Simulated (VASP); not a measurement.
Write the native input for VASP 6.6.1 that does the following.

| Quantity | Value |
| --- | --- |
| Task | single point |
| Functional | LDA |
| Potentials or basis | VASP PAW LDA potentials, release 64 (Be, S) |
| Cutoff | 600 eV |
| k mesh | 8 × 8 × 8 |
| Occupations | gaussian, width 0.02 eV |
| Spin | no spin polarisation |
| Dipole correction | no |
| Further INCAR settings | ALGO = Normal; EDIFF = 1e-06; NBANDS = 11 |

The structure of BeS lies in POSCAR:

```
BeS
1.0
    0.0000000000      2.3980339857      2.3980339857
    2.3980339857      0.0000000000      2.3980339857
    2.3980339857      2.3980339857      0.0000000000
Be S
1 1
Direct
    0.0000000000      0.0000000000      0.0000000000
    0.2500000000      0.2500000000      0.2500000000
```

The input as run:

INCAR

```
ALGO = Normal
EDIFF = 1E-6
ENCUT = 600
GGA = CA
GGA_COMPAT = False
ISIF = 2
ISMEAR = 0
LASPH = True
LCHARG = False
LREAL = False
LWAVE = False
NBANDS = 11
NELM = 120
PREC = Accurate
SIGMA = 0.02
```

KPOINTS

```
k-points
0
Gamma
  8 8 8
```

Potentials or basis: VASP PAW LDA potentials, release 64 (Be, S).

Launch:

```console
$ cat potpaw_LDA.64/Be/POTCAR potpaw_LDA.64/S/POTCAR > POTCAR
$ mpirun -np 1 vasp_std > vasp.out
```

Results of the run:

```
Pressure               : 0.1 GPa
Band gap on the k mesh : 2.83 eV (least direct gap 5.53 eV)
```

It took 5.8 s on 1 thread of Intel(R) Xeon(R) 6975P-C (Granite Rapids) (shared host), peak memory 0.13 GiB.
